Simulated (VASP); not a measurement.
## ScRu3: single point with PBE

ScRu3:

```
CELL_PARAMETERS angstrom
3.93844 0.00000 0.00000
0.00000 3.93844 0.00000
0.00000 0.00000 3.93844
ATOMIC_POSITIONS crystal
Sc 0.00000 0.00000 0.00000
Ru 0.00000 0.50000 0.50000
Ru 0.50000 0.00000 0.50000
Ru 0.50000 0.50000 0.00000
```

```json
{"Program": "VASP 6.6.1", "Task": "single point", "Functional": "PBE", "Potentials or basis": "VASP PAW PBE potentials, release 64 (Sc_sv, Ru_pv)", "Cutoff": "520 eV", "k mesh": "4 × 4 × 4", "Occupations": "gaussian, width 0.1 eV", "Spin": "collinear spin, ferromagnetic start", "Starting moments": "[1.0, 1.0, 1.0, 1.0] μB", "Dipole correction": "no", "Further INCAR settings": "ALGO = Normal; EDIFF = 1e-07; NBANDS = 38"}
```

```yaml
Pressure: -1.1 GPa
Net_moment: 0.92 μB per cell
Site_moments: Sc -0.03; Ru +0.31 μB
Valence_electrons_inside_the_program's_atomic_spheres: Sc 9.72; Ru 12.59
```

Levels at points of the mesh, in eV from the Fermi level:
Spin up:
```tsv
k point	band 25	band 26	band 27	band 28	band 29	band 30
(0.00, 0.00, 0.00)	0.51	1.68	2.19	2.19	2.19	3.95
(0.50, 0.00, 0.00)	-0.68	-0.26	-0.26	-0.19	0.78	2.20
(0.50, 0.50, 0.00)	-0.86	-0.86	-0.82	-0.09	0.08	0.09
(0.50, 0.50, 0.50)	-0.58	1.13	1.64	1.64	1.64	1.75
```
Spin down:
| k point | band 23 | band 24 | band 25 | band 26 | band 27 | band 28 |
| --- | --- | --- | --- | --- | --- | --- |
| (0.00, 0.00, 0.00) | -0.97 | 0.89 | 0.89 | 1.93 | 2.35 | 2.35 |
| (0.50, 0.00, 0.00) | -1.85 | -0.71 | -0.35 | -0.08 | -0.08 | 0.07 |
| (0.50, 0.50, 0.00) | -1.83 | -1.35 | -0.61 | -0.51 | -0.51 | -0.06 |
| (0.50, 0.50, 0.50) | -0.99 | -0.39 | -0.39 | 1.20 | 1.66 | 1.66 |

It took 110 s on 1 thread of AMD EPYC 7R13, on a shared host, peak memory 0.17 GiB.

Caveat: the k points lie up to 0.40 Å⁻¹ apart.
